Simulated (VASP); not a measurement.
Input of a VASP 6.6.1 run:

INCAR

```
ALGO     = Normal         # electronic algorithm
EDIFF    = 1E-7           # SCF threshold, eV
EDIFFG   = -0.002         # ionic threshold
ENCUT    = 520            # plane-wave cutoff, eV
GGA      = PS             # functional
IBRION   = 2              # ionic algorithm
ISIF     = 2              # what is computed and relaxed
ISMEAR   = 0              # smearing method
LASPH    = True           # aspherical terms in the spheres
LCHARG   = False          # write CHGCAR
LREAL    = False          # projectors in reciprocal space
LWAVE    = False          # write WAVECAR
NELM     = 100            # most SCF steps
NSW      = 60             # ionic steps
PREC     = Accurate       # precision mode
SIGMA    = 0.02           # smearing width, eV
```

KPOINTS

```
k-points
0
Gamma
  9 9 6
```

The input POSCAR:

```
C
1.0
    2.5643191212      0.0000000000      0.0000000000
   -1.2821595606      2.2207655024      0.0000000000
    0.0000000000      0.0000000000      4.2229976408
C
4
Direct
    0.3333333333      0.6666666667     -0.0002048403
    0.6666666667      0.3333333333      0.4997951597
    0.3333333333      0.6666666667      0.3742048403
    0.6666666667      0.3333333333      0.8742048403
```

Potentials or basis: VASP PAW PBE potentials, release 64 (C).

The run is started by

```bash
$ cat potpaw_PBE.64/C/POTCAR > POTCAR
$ mpirun -np 1 vasp_std > vasp.out
```

Problem. What does it give for the energy gained by relaxing?

Solution. 0.0 meV/atom.

Problem. Estimate the band gap on the k mesh.

Solution. 3.30 eV, indirect (least direct gap 4.70 eV).

Stress tensor (GPa, compression positive):
```
-29.60   0.00   0.00
  0.00 -29.60   0.00
  0.00   0.00 -17.71
```

Caveat: the cell differs from its parent crystal (strained cell); the PAW data sets were made with another functional, which shifts forces and pressure a little. A k mesh can miss the band edges.
